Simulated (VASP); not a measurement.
Wanted: the native input for a VASP 6.6.1 run.

```yaml
Task: single point
Functional: PBE
Potentials_or_basis: VASP PAW PBE potentials, release 64 (Ti_sv, Sn_d)
Cutoff: 520 eV
k_mesh: 4 × 4 × 4
Occupations: gaussian, width 0.1 eV
Spin: collinear spin
Starting_moments: "[1.0, 0.0, 0.0, 0.0, 0.0, 0.0] μB"
Dipole_correction: no
Further_INCAR_settings: ALGO = Normal; EDIFF = 1e-06; NBANDS = 54
```

The structure of TiSn5 lies in POSCAR:

```
TiSn5
1.0
    0.0000000000      4.2647514300      4.2647514300
    4.2647514300      0.0000000000      4.2647514300
    4.2647514300      4.2647514300      0.0000000000
Ti Sn
1 5
Direct
    0.0000000000      0.0000000000      0.0000000000
    0.2500000000      0.2500000000      0.2500000000
    0.1250000000      0.6250000000      0.6250000000
    0.6250000000      0.6250000000      0.6250000000
    0.6250000000      0.1250000000      0.6250000000
    0.6250000000      0.6250000000      0.1250000000
```

The cell was built from a structure type or drawn by symmetry, and may not be a known phase.

The input as run:

INCAR

```
  PREC = Accurate
  ENCUT = 520
  EDIFF = 1E-6
  ISMEAR = 0
  SIGMA = 0.1
  LREAL = False
  LASPH = True
  NELM = 150
  ALGO = Normal
  ISIF = 2
  LWAVE = False
  LCHARG = False
  ISPIN = 2
  MAGMOM = 1 0 0 0 0 0
  LORBIT = 11
  LMAXMIX = 4
  GGA = PE
  NBANDS = 54
```

KPOINTS

```
regular mesh
0
Gamma
  4 4 4
```

Potentials or basis: VASP PAW PBE potentials, release 64 (Ti_sv, Sn_d).

The run is started by

```bash
$ cat potpaw_PBE.64/Ti_sv/POTCAR potpaw_PBE.64/Sn_d/POTCAR > POTCAR
$ mpirun -np 1 vasp_std > vasp.out
```

Results of the run:

* Pressure: 2.1 GPa
* Band gap on the k mesh: zero (filled and empty bands overlap)
* Net moment: 0.00 μB per cell
* Valence electrons inside the program's atomic spheres: Ti 9.98; Sn 12.10, 12.29 (each value once)

Caveat: spin-orbit coupling is left out, which moves the levels of the heavy elements.

Run time: 5.8 min on 1 thread of AMD EPYC 7R43 64-Core Processor (Zen 3) (shared host), peak memory 0.41 GiB.
